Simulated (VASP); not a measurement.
Input of a VASP 6.6.1 run:

Contents of INCAR:

```
ALGO     = Normal         # electronic algorithm
EDIFF    = 1E-6           # SCF threshold, eV
ENCUT    = 520            # plane-wave cutoff, eV
GGA      = PE             # functional
ISIF     = 2              # what is computed and relaxed
ISMEAR   = 0              # smearing method
LASPH    = True           # aspherical terms in the spheres
LCHARG   = True           # write CHGCAR
LELF     = True           # ELF
LREAL    = Auto         
LVHAR    = True         
LWAVE    = False          # write WAVECAR
NBANDS   = 119            # bands
NELM     = 60             # most SCF steps
PREC     = Accurate       # precision mode
SIGMA    = 0.05           # smearing width, eV
```

The input KPOINTS:

```
k-points
0
Gamma
  3 2 1
```

File POSCAR:

```
Ti8BH3O16
1.0
    5.3516670000      0.0000000000      0.0000000000
   -2.6758330000      9.8837090000      0.0000000000
    0.0000000000      0.0000000000     16.0438780000
Ti O B H
8 16 1 3
Direct
    0.0000000000      0.0000000000      0.0623291000
    0.6302751692      0.7984062789      0.1772561479
    0.2683239000      0.5366478000      0.1426059000
    0.3841620000      0.2683239000      0.1024675000
    0.5113647754      0.0866344423      0.2469562439
    0.1608038653      0.8692904671      0.3282524684
    0.8174352794      0.5861199791      0.2972090494
    0.9552698990      0.3347340537      0.2761853892
    0.9035764000      0.8071528000      0.0957403000
    0.5216484575      0.6012382835      0.2204240751
    0.7489095000      0.9978189000      0.1493331000
    0.3647475000      0.7294950000      0.1091947000
    0.1091112255      0.3092944044      0.1485620590
    0.2877384000      0.0754767000      0.1358787000
    0.4805855000      0.4611711000      0.0690563000
    0.5956163587      0.2726505022      0.1864968460
    0.4239776897      0.8831256585      0.2533058443
    0.1023932205      0.6820191955      0.3681078799
    0.2583451039      0.0571701141      0.3246705522
    0.8566226968      0.8007852756      0.2751618986
    0.7664342100      0.4333927942      0.3477641603
    0.7953339633      0.1486429501      0.3031694174
   -0.0212300788      0.5227911890      0.2104597762
    0.2460936093      0.3710007735      0.3163785868
    1.2163165926      0.7354343052      0.4495796916
    1.4362028371      0.7256626668      0.4594040957
    1.2442139632      0.8675234910      0.4426869396
    1.0702627247      0.7051216184      0.5082608323
```

Potentials or basis: VASP PAW PBE potentials, release 64 (Ti_sv, O, B, H).

Launch:

```console
$ cat potpaw_PBE.64/Ti_sv/POTCAR potpaw_PBE.64/O/POTCAR potpaw_PBE.64/B/POTCAR potpaw_PBE.64/H/POTCAR > POTCAR
$ mpirun -np 1 vasp_std > vasp.out
```

What does it give for the largest force?

9.189 eV/Å.

Predict the band gap on the k mesh.

0.18 eV.

Forces on the atoms (eV/Å):
```
Ti  -1.231 -4.699  7.801
Ti   0.057  0.020  0.075
Ti   2.539  0.934 -0.754
Ti  -0.006  3.911  2.235
Ti  -0.040 -0.015 -0.157
Ti  -0.004 -0.024  0.088
Ti  -0.058  0.149 -0.035
Ti  -0.288 -0.079 -0.171
O    0.468  3.558 -2.122
O    0.040  0.010  0.053
O    1.488  1.235 -3.103
O   -0.488 -1.755 -0.460
O   -0.078  0.013  0.050
O   -2.208 -1.876 -3.993
O   -0.617 -1.363  0.015
O    0.077  0.029  0.087
O    0.051 -0.022 -0.039
O   -0.009 -0.045 -0.022
O   -0.075  0.068  0.075
O   -0.060 -0.012 -0.035
O    0.003 -0.140  0.104
O    0.125  0.020  0.098
O   -0.025 -0.014  0.005
O    0.311  0.077  0.141
B    0.027  0.024  0.052
H    0.013 -0.004  0.000
H   -0.001  0.004  0.005
H   -0.010 -0.003  0.009
```
